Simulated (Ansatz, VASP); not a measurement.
## SiGe2: VASP beside Ansatz

```
Si Ge
1.0
     2.76337    0.00000    0.00000
    -1.38169    2.39315    0.00000
     0.00000    0.00000    8.24559
Si Ge
1 2
Direct
  0.00000 0.00000 0.00000
  0.00000 0.00000 0.32869
  0.00000 0.00000 0.67131
```

Alike in both runs: task relaxation of cell and atoms; functional PBE; k mesh 18 × 18 × 6; occupations gaussian, width 0.1 eV; no spin polarisation.

|  | VASP | Ansatz |
| --- | --- | --- |
| version | VASP 6.6.1 | Ansatz 0.2.0 |
| potentials or method | VASP PAW PBE potentials, release 64 (Si, Ge_d), cutoff 600 eV | scalar-relativistic, plane waves, PAW |
| valence electrons in the cell | 32 | 32 |

```tsv
	VASP	Ansatz	Ansatz less VASP
gap on the k mesh at the Fermi level, each at its own relaxed structure (eV)	none	none	-
relaxed volume (Å³/atom)	17.95	17.94	-0.008
relaxed cell length with the largest relative difference (Å)	2.811	2.811	-0.0007
```

A gap of «none» marks a metal or a gap that the smearing closes.

Noted on VASP's run: too few bands were computed for a metal, which touches its energy and stress.
